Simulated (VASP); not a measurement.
# In3As (Pm-3m) in VASP: settings compared

The runs below take In3As through single point, relaxation of cell and atoms, with r2SCAN, PBEsol.

Program: VASP 6.6.1. These are calculated values, not measurements. Logs are shortened: lines on timing, memory, paths and dates and some standing lists are left out, and cuts for length are marked.

### Step 1. The cell of the first run

Symmetry: Pm-3m, No. 221, cubic system. Conventional cell: a = 4.672 Å, b = 4.672 Å, c = 4.672 Å, α = 90.00°, β = 90.00°, γ = 90.00°. Within 4.3 Å of In (site symmetry 4/mmm) lie 8 In at 3.30 Å and 4 As at 3.30 Å. As (site symmetry m-3m) has 12 In at 3.30 Å within 4.3 Å.

### Step 2. Single point, r2SCAN

Contents of POSCAR:

```
In3As
1.0
    4.6716810000      0.0000000000      0.0000000000
    0.0000000000      4.6716810000      0.0000000000
    0.0000000000      0.0000000000      4.6716810000
In As
3 1
Direct
    0.5000000000      0.5000000000      0.0000000000
    0.5000000000      0.0000000000      0.5000000000
    0.0000000000      0.5000000000      0.5000000000
    0.0000000000      0.0000000000      0.0000000000
```

Contents of INCAR.step1:

```
PREC = Accurate ; ENCUT = 560
ISMEAR = -1 ; SIGMA = 0.025
LREAL = False ; LASPH = True
NELM = 120 ; NBANDS = 35
GGA = PE ; ALGO = Normal
EDIFF = 1E-5 ; LWAVE = True
LCHARG = False ; GGA_COMPAT = False
```

Contents of INCAR.step2:

```
PREC = Accurate ; ENCUT = 560
EDIFF = 1E-6 ; ISMEAR = -1
SIGMA = 0.025 ; LREAL = False
LASPH = True ; NELM = 120
ALGO = Normal ; ISIF = 2
LWAVE = False ; LCHARG = False
METAGGA = R2SCAN ; LMIXTAU = True
NBANDS = 35 ; ISTART = 1
GGA_COMPAT = False
```

Contents of KPOINTS:

```
regular mesh
0
Gamma
  5 5 5
```

Potentials or basis: VASP PAW PBE potentials, release 64 (In_d, As_d).

Command:

```
cat potpaw_PBE.64/In_d/POTCAR potpaw_PBE.64/As_d/POTCAR > POTCAR
cp INCAR.step1 INCAR
mpirun -np 1 vasp_std > vasp.out
cp INCAR.step2 INCAR
mpirun -np 1 vasp_std > vasp.out
```

OUTCAR:

```text
PREC = Accurate
   ENCUT = 560
   EDIFF = 1E-6
   ISMEAR = -1
   LREAL = False
   LASPH = True
   NELM = 120
   ISIF = 2
   METAGGA = R2SCAN
   ISTART = 1

 ion  position               nearest neighbor table
   1  0.500  0.500  0.000-   2 3.30   3 3.30   4 3.30   2 3.30   3 3.30   2 3.30   4 3.30   2 3.30
                             3 3.30   4 3.30   3 3.30   4 3.30
   2  0.500  0.000  0.500-   1 3.30   3 3.30   4 3.30   1 3.30   4 3.30   1 3.30   3 3.30   1 3.30
                             3 3.30   4 3.30   4 3.30   3 3.30
   3  0.000  0.500  0.500-   1 3.30   2 3.30   4 3.30   1 3.30   4 3.30   2 3.30   4 3.30   4 3.30
                             1 3.30   2 3.30   1 3.30   2 3.30
   4  0.000  0.000  0.000-   1 3.30   2 3.30   3 3.30   2 3.30   3 3.30   1 3.30   3 3.30   3 3.30
                             1 3.30   2 3.30   2 3.30   1 3.30

  LATTYP: Found a simple cubic cell.
 ALAT       =     4.6716810000

  Lattice vectors:

 A1 = (   4.6716810000,   0.0000000000,   0.0000000000)
 A2 = (   0.0000000000,   4.6716810000,   0.0000000000)
 A3 = (   0.0000000000,   0.0000000000,   4.6716810000)

Analysis of symmetry for initial positions (statically):
=====================================================================
 Subroutine PRICEL returns:
 Original cell was already a primitive cell.

 Routine SETGRP: Setting up the symmetry group for a
 simple cubic supercell.

 Subroutine GETGRP returns: Found 48 space group operations
 (whereof 48 operations were pure point group operations)
 out of a pool of 48 trial point group operations.

The static configuration has the point symmetry O_h .

Analysis of symmetry for dynamics (positions and initial velocities):
=====================================================================
 Subroutine PRICEL returns:
 Original cell was already a primitive cell.

 Routine SETGRP: Setting up the symmetry group for a
 simple cubic supercell.

 Subroutine GETGRP returns: Found 48 space group operations
 (whereof 48 operations were pure point group operations)
 out of a pool of 48 trial point group operations.

The dynamic configuration has the point symmetry O_h .

 Subroutine INISYM returns: Found 48 space group operations
 (whereof 48 operations are pure point group operations),
 and found     1 'primitive' translations

----------------------------------------------------------------------------------------

                                     Primitive cell

  volume of cell :     101.9576

  direct lattice vectors                    reciprocal lattice vectors
     4.671681000  0.000000000  0.000000000     0.214055711  0.000000000  0.000000000
     0.000000000  4.671681000  0.000000000     0.000000000  0.214055711  0.000000000
     0.000000000  0.000000000  4.671681000     0.000000000  0.000000000  0.214055711

  length of vectors
     4.671681000  4.671681000  4.671681000     0.214055711  0.214055711  0.214055711

  position of ions in fractional coordinates (direct lattice)
     0.500000000  0.500000000  0.000000000
     0.500000000  0.000000000  0.500000000
     0.000000000  0.500000000  0.500000000
     0.000000000  0.000000000  0.000000000

  ion indices of the primitive-cell ions
   primitive index   ion index
                 1           1
                 2           2
                 3           3
                 4           4

----------------------------------------------------------------------------------------

 KPOINTS: regular mesh

Automatic generation of k-mesh.
 Grid dimensions read from file:
 generate k-points for:    5    5    5

 Generating k-lattice:

  Cartesian coordinates                     Fractional coordinates (reciprocal lattice)
     0.042811142  0.000000000  0.000000000     0.200000000  0.000000000  0.000000000
     0.000000000  0.042811142  0.000000000     0.000000000  0.200000000  0.000000000
     0.000000000  0.000000000  0.042811142     0.000000000  0.000000000  0.200000000

  Length of vectors
     0.042811142  0.042811142  0.042811142

  Shift w.r.t. Gamma in fractional coordinates (k-lattice)
     0.000000000  0.000000000  0.000000000

 Subroutine IBZKPT returns following result:
 ===========================================

 Found     10 irreducible k-points:

 Following reciprocal coordinates:
            Coordinates               Weight
  0.000000  0.000000  0.000000      1.000000
  0.200000  0.000000  0.000000      6.000000
  0.400000  0.000000  0.000000      6.000000
  0.200000  0.200000  0.000000     12.000000
  0.400000  0.200000  0.000000     24.000000
  0.400000  0.400000  0.000000     12.000000
  0.200000  0.200000  0.200000      8.000000
  0.400000  0.200000  0.200000     24.000000
  0.400000  0.400000  0.200000     24.000000
  0.400000  0.400000  0.400000      8.000000
   k-points           NKPTS =     10   k-points in BZ     NKDIM =     10   number of bands    NBANDS=     35
   number of dos      NEDOS =    301   number of ions     NIONS =      4
   total plane-waves  NPLWV =  46656
   dimension x,y,z NGX =    36 NGY =   36 NGZ =   36
   dimension x,y,z NGXF=    72 NGYF=   72 NGZF=   72
   ions per type =               3   1
   NGX,Y,Z   is equivalent  to a cutoff of  12.81, 12.81, 12.81 a.u.
   NGXF,Y,Z  is equivalent  to a cutoff of  25.62, 25.62, 25.62 a.u.
 SYSTEM =  unknown system
   PREC   = accura    normal or accurate (medium, high low for compatibility)
   ISTART =      1    job   : 0-new  1-cont  2-samecut
   ICHARG =      0    charge: 1-file 2-atom 10-const
   ISPIN  =      1    spin polarized calculation?
   LNONCOLLINEAR =      F non collinear calculations
   LSORBIT =      F    spin-orbit coupling
   LASPH  =      T    aspherical Exc in radial PAW
   ENCUT  =  560.0 eV  41.16 Ry    6.42 a.u.   9.01  9.01  9.01*2*pi/ulx,y,z
   NELM   =    120;   NELMIN=  2; NELMDL=  0     # of ELM steps
   EDIFF  = 0.1E-05   stopping-criterion for ELM
   LREAL  =      F    real-space projection
[... 7 lines left out ...]
   TEBEG  =    0.0;   TEEND  =   0.0 temperature during run
   PSTRESS=    0.0 pullay stress
   NELECT =      54.0000    total number of electrons
   NUPDOWN=      -1.0000    fix difference up-down
   EMIN   =  10.00;   EMAX   =-10.00  energy-range for DOS
   EFERMI =   0.00;   METHOD = LEGACY
   ISMEAR =    -1;   SIGMA  =   0.03  broadening in eV -4-tet -1-fermi 0-gaus
   EFERMI_NEDOS =   21; number of points for ismear=-14 and -15
   IALGO  =     38    algorithm
   IMIX   =      4    mixing-type and parameters
     AMIX     =   0.40;   BMIX     =  1.00
     AMIX_MAG =   1.60;   BMIX_MAG =  1.00
  volume/ion in A,a.u.               =      25.49       172.01
  Fermi-wavevector in a.u.,A,eV,Ry     =   1.324544  2.503024 23.870273  1.754416
  Thomas-Fermi vector in A             =   2.454070
   LORBIT       =      0    0 simple, 1 ext, 2 COOP (PROOUT), +10 PAW based schemes
   METAGGA = R2SCAN    functional components
   LHFCALC =     F    Hartree Fock is set to
   AEXX    =    0.0000 exact exchange contribution
   IVDW    =     0    specifies the selected vdW correction
   LEPSILON=     F    determine dielectric tensor
   LRPA    =     F    only Hartree local field effects (RPA)
 non-spin polarized calculation
  energy-cutoff  :      560.00
  volume of cell :      101.96
 maximum number of plane-waves:      3084
   NGX = 19   NGY = 19   NGZ = 19

 number of electron      53.9999987 magnetization

 Free energy of the ion-electron system (eV)
  ---------------------------------------------------
  ext. energy  EPLUGINS =         0.00000000
  ---------------------------------------------------
  free energy    TOTEN  =       -81.93249805 eV

  energy without entropy =      -81.92535155  energy(sigma->0) =      -81.92892480

 E-fermi :   6.3997     XC(G=0): -11.0643

 val. band max:        6.3943051124   @ k =   0.2000   0.2000   0.0000
 cond. band min:       6.4634181718   @ k =   0.4000   0.4000   0.2000
 fundamental gap:      0.0691130594
 Fermi energy:         6.3996711883

 k-point     1 :       0.0000    0.0000    0.0000
  band No.  band energies     occupation
      1     -29.7834      2.00000
      2     -29.7834      2.00000
      3     -29.7834      2.00000
      4     -29.7828      2.00000
      5     -29.7828      2.00000
      6      -9.1302      2.00000
[... 27 lines left out ...]
     34      12.6477      0.00000
     35      13.8473      0.00000

 k-point     2 :       0.2000    0.0000    0.0000
  band No.  band energies     occupation
      1     -29.7834      2.00000
      2     -29.7834      2.00000
      3     -29.7834      2.00000
      4     -29.7828      2.00000
      5     -29.7827      2.00000
      6      -9.1101      2.00000
[... 27 lines left out ...]
     34      13.6071      0.00000
     35      14.0399      0.00000

 k-point     3 :       0.4000    0.0000    0.0000
  band No.  band energies     occupation
      1     -29.7834      2.00000
      2     -29.7834      2.00000
      3     -29.7834      2.00000
      4     -29.7828      2.00000
      5     -29.7826      2.00000
      6      -9.0972      2.00000
[... 27 lines left out ...]
     34      12.9768      0.00000
     35      13.2544      0.00000

 k-point     4 :       0.2000    0.2000    0.0000
  band No.  band energies     occupation
      1     -29.7834      2.00000
      2     -29.7834      2.00000
      3     -29.7834      2.00000
      4     -29.7827      2.00000
      5     -29.7827      2.00000
      6      -9.0798      2.00000
[... 27 lines left out ...]
     34      12.9029      0.00000
     35      13.5048      0.00000

 k-point     5 :       0.4000    0.2000    0.0000
  band No.  band energies     occupation
      1     -29.7834      2.00000
      2     -29.7834      2.00000
      3     -29.7834      2.00000
      4     -29.7827      2.00000
      5     -29.7826      2.00000
      6      -9.0579      2.00000
[... 106 lines left out ...]
 k-point     8 :       0.4000    0.2000    0.2000
  band No.  band energies     occupation
      1     -29.7834      2.00000
      2     -29.7834      2.00000
      3     -29.7834      2.00000
      4     -29.7827      2.00000
      5     -29.7826      2.00000
      6      -9.0488      2.00000
[... 27 lines left out ...]
     34      12.0817      0.00000
     35      13.8527      0.00000

 k-point     9 :       0.4000    0.4000    0.2000
  band No.  band energies     occupation
      1     -29.7834      2.00000
      2     -29.7834      2.00000
      3     -29.7834      2.00000
      4     -29.7826      2.00000
      5     -29.7825      2.00000
      6      -9.0144      2.00000
[... 27 lines left out ...]
     34      12.9121      0.00000
     35      13.4475      0.00000

 k-point    10 :       0.4000    0.4000    0.4000
  band No.  band energies     occupation
      1     -29.7834      2.00000
      2     -29.7834      2.00000
      3     -29.7834      2.00000
      4     -29.7825      2.00000
      5     -29.7825      2.00000
      6      -9.0295      2.00000
[... 27 lines left out ...]
     34      14.9083      0.00000
     35      15.2037      0.00000

------------------------ aborting loop because EDIFF is reached ----------------------------------------

  FORCE on cell =-STRESS in cart. coord.  units (eV):
  Direction    XX          YY          ZZ          XY          YZ          ZX
  --------------------------------------------------------------------------------------
  -------------------------------------------------------------------------------------
  Total       -0.3158327     -0.3158327     -0.3158327     -0.0000000     -0.0000000     -0.0000000
  in kB       -4.9630442     -4.9630442     -4.9630442     -0.0000000     -0.0000000     -0.0000000
  external PRESSURE =      -4.9630442 kB  Pullay stress =       0.0000000 kB

 VOLUME and BASIS-vectors are now :
 -----------------------------------------------------------------------------
  energy-cutoff  :      560.00
  volume of cell :      101.96
      direct lattice vectors                 reciprocal lattice vectors
     4.671681000  0.000000000  0.000000000     0.214055711  0.000000000  0.000000000
     0.000000000  4.671681000  0.000000000     0.000000000  0.214055711  0.000000000
     0.000000000  0.000000000  4.671681000     0.000000000  0.000000000  0.214055711

 POSITION                                       TOTAL-FORCE (eV/Angst)
 -----------------------------------------------------------------------------------
      2.33584      2.33584      0.00000         0.000000      0.000000      0.000000
      2.33584      0.00000      2.33584         0.000000      0.000000      0.000000
      0.00000      2.33584      2.33584         0.000000      0.000000      0.000000
      0.00000      0.00000      0.00000         0.000000      0.000000      0.000000
 -----------------------------------------------------------------------------------
    total drift:                                0.000000      0.000000      0.000000

  FREE ENERGIE OF THE ION-ELECTRON SYSTEM (eV)
  ---------------------------------------------------
  free  energy   TOTEN  =       -81.9324980454 eV

  energy  without entropy=      -81.9253515513  energy(sigma->0) =      -81.92892480
```

Wall time 46 s (1 thread of Intel Xeon 6975P-C (Granite Rapids), shared host); peak memory 0.22 GiB.

What came out:

* Free energy: -81.9325 eV
* Pressure: -0.5 GPa
* Band gap on the k mesh: zero (bands 27 and 28 overlap by 2.30 eV)

Levels at points of the mesh, in eV from the Fermi level:
| k point | band 24 | band 25 | band 26 | band 27 | band 28 | band 29 | band 30 | band 31 |
| --- | --- | --- | --- | --- | --- | --- | --- | --- |
| (0.00, 0.00, 0.00) | -3.20 | -3.20 | -2.01 | -2.01 | 2.00 | 2.00 | 2.00 | 4.66 |

Caveat: the PAW data sets were made with another functional, which shifts forces and pressure a little; spin-orbit coupling is left out, which moves the levels of the heavy elements.

### Step 3. Relaxation of cell and atoms, PBEsol

Contents of INCAR:

```
  ALGO = Normal
  EDIFF = 1E-6
  EDIFFG = -0.01
  ENCUT = 600
  GGA = PS
  IBRION = 2
  ISIF = 3
  ISMEAR = -1
  LASPH = T
  LCHARG = F
  LREAL = F
  LWAVE = F
  NELM = 100
  NSW = 80
  PREC = Accurate
  SIGMA = 0.05
```

Contents of KPOINTS:

```
k-points
0
Gamma
  6 6 6
```

POSCAR is that of step 2.

Potentials or basis: VASP PAW PBE potentials, release 64 (In_d, As).

Command:

```
cat potpaw_PBE.64/In_d/POTCAR potpaw_PBE.64/As/POTCAR > POTCAR
mpirun -np 1 vasp_std > vasp.out
```

It took 66 s on 1 thread of AMD EPYC 9R45 (Zen 5), shared host; peak memory 0.25 GiB.

The run converged. Its results:

* Free energy: -13.7586 eV
* Relaxed volume: 24.17 Å³/atom
* Relaxed cell: a = 4.590 Å, b = 4.590 Å, c = 4.590 Å, α = 90.00°, β = 90.00°, γ = 90.00°
* Space group after relaxing (to 0.1 Å): Pm-3m (No. 221)
* Energy gained by relaxing: 10.3 meV/atom
* Ionic steps: 3
* Pressure after relaxing: 0.0 GPa
* Band gap on the k mesh: zero (bands 22 and 23 overlap by 4.19 eV)

The path:
```tsv
step	energy change (eV)	largest force (eV/Å)	pressure (GPa)	volume (Å³)
1	0.0000	0.0000	-2.35	101.96
2	-0.0410	0.0000	0.08	96.54
3	-0.0410	0.0000	0.00	96.68
```

Final structure:
```
In As
1.0
     4.58962    0.00000    0.00000
     0.00000    4.58962    0.00000
     0.00000    0.00000    4.58962
In As
3 1
Cartesian
  2.2948 2.2948 0.0000
  2.2948 0.0000 2.2948
  0.0000 2.2948 2.2948
  0.0000 0.0000 0.0000
```

Levels at points of the mesh, in eV from the Fermi level:
| k point | band 18 | band 19 | band 20 | band 21 | band 22 | band 23 | band 24 | band 25 | band 26 |
| --- | --- | --- | --- | --- | --- | --- | --- | --- | --- |
| (0.00, 0.00, 0.00) | -3.06 | -3.06 | -3.06 | -1.80 | -1.80 | 2.16 | 2.16 | 2.16 | 4.69 |
| (0.50, 0.00, 0.00) | -4.33 | -1.68 | -1.68 | -1.02 | -0.11 | -0.11 | 0.02 | 1.40 | 4.89 |
| (0.50, 0.50, 0.00) | -6.12 | -6.03 | -0.80 | -0.42 | 0.57 | 0.57 | 1.89 | 1.94 | 1.94 |
| (0.50, 0.50, 0.50) | -4.25 | -4.25 | -4.22 | -4.22 | -4.22 | -3.58 | 4.97 | 4.97 | 4.97 |

Caveat: the PAW data sets were made with another functional, which shifts forces and pressure a little; spin-orbit coupling is left out, which moves the levels of the heavy elements.

### Step 4. Relaxation of cell and atoms, PBEsol, target pressure 5 GPa, at which the enthalpy is minimised

Contents of INCAR:

```
PREC = Accurate ; ENCUT = 600
EDIFF = 1E-6 ; ISMEAR = -1
SIGMA = 0.05 ; LREAL = False
LASPH = True ; NELM = 100
ALGO = Normal ; ISIF = 3
LWAVE = False ; LCHARG = False
GGA = PS ; IBRION = 2
NSW = 80 ; EDIFFG = -0.01
PSTRESS = 50.0
```

Contents of KPOINTS:

```
Automatic mesh
0
Gamma
  6 6 6
```

POSCAR is that of step 3.

Command:

```
cat potpaw_PBE.64/In_d/POTCAR potpaw_PBE.64/As/POTCAR > POTCAR
mpirun -np 1 vasp_std > vasp.out
```

Run time: 75 s. Hardware: 1 thread of AMD EPYC 9R45 (Zen 5), shared host; peak memory 0.25 GiB.

It converged, with:

| Quantity | Value |
| --- | --- |
| Free energy | -13.6468 eV |
| Relaxed volume | 22.22 Å³/atom |
| Relaxed cell | a = 4.463 Å, b = 4.463 Å, c = 4.463 Å, α = 90.00°, β = 90.00°, γ = 90.00° |
| Space group after relaxing (to 0.1 Å) | Pm-3m (No. 221) |
| Energy change on relaxing (the run minimises the enthalpy) | +17.7 meV/atom |
| Ionic steps | 3 |
| Pressure after relaxing | 5.0 GPa |
| Band gap on the k mesh | zero (bands 22 and 23 overlap by 4.76 eV) |

Step by step:
| step | energy change (eV) | largest force (eV/Å) | pressure (GPa) | volume (Å³) |
| --- | --- | --- | --- | --- |
| 1 | 0.0000 | 0.0000 | -2.35 | 101.96 |
| 2 | 0.1998 | 0.0000 | 7.94 | 85.66 |
| 3 | 0.0708 | 0.0000 | 4.97 | 88.90 |

Final structure:
```xyz
4
Lattice="4.4630 0.0000 0.0000 0.0000 4.4630 0.0000 0.0000 0.0000 4.4630" Properties=species:S:1:pos:R:3 pbc="T T T"
In    2.2315    2.2315    0.0000
In    2.2315    0.0000    2.2315
In    0.0000    2.2315    2.2315
As    0.0000    0.0000    0.0000
```

Levels at points of the mesh, in eV from the Fermi level:
```csv
k point,band 20,band 21,band 22,band 23,band 24,band 25
"(0.00, 0.00, 0.00)",-3.47,-1.73,-1.73,2.20,2.20,2.20
"(0.50, 0.00, 0.00)",-1.95,-0.78,-0.30,-0.30,-0.08,1.22
"(0.50, 0.50, 0.00)",-0.96,-0.52,0.69,0.69,1.87,1.87
"(0.50, 0.50, 0.50)",-4.37,-4.37,-4.37,-4.02,5.32,5.32
```

Caveat: the cell is relaxed towards a set pressure, so the run minimises the enthalpy, not the energy; the PAW data sets were made with another functional, which shifts forces and pressure a little; spin-orbit coupling is left out, which moves the levels of the heavy elements.

### Step 5. Overview

```tsv
task	level	potentials or basis	cell	k mesh	cutoff (eV)	smearing	gap on the mesh (eV)	pressure (GPa)
single point	r2SCAN	VASP PAW PBE potentials, release 64 (In_d, As_d)	as given	5 × 5 × 5	560	fermi-dirac 0.025 eV	none	-0.5
relaxation of cell and atoms	PBEsol	VASP PAW PBE potentials, release 64 (In_d, As)	relaxed	6 × 6 × 6	600	fermi-dirac 0.05 eV	none	0.0
relaxation of cell and atoms	PBEsol	VASP PAW PBE potentials, release 64 (In_d, As)	relaxed to 5 GPa	6 × 6 × 6	600	fermi-dirac 0.05 eV	none	5.0
```

Alike in all rows: no spin polarisation.

Caveats: the PAW data sets were made with another functional, which shifts forces and pressure a little; spin-orbit coupling is left out, which moves the levels of the heavy elements; the cell is relaxed towards a set pressure, so the run minimises the enthalpy, not the energy (at least some runs).

Absolute energies hang on the potentials; compare differences alone.

The gap in the log of VASP goes by the Fermi energy; the results here count the filled bands.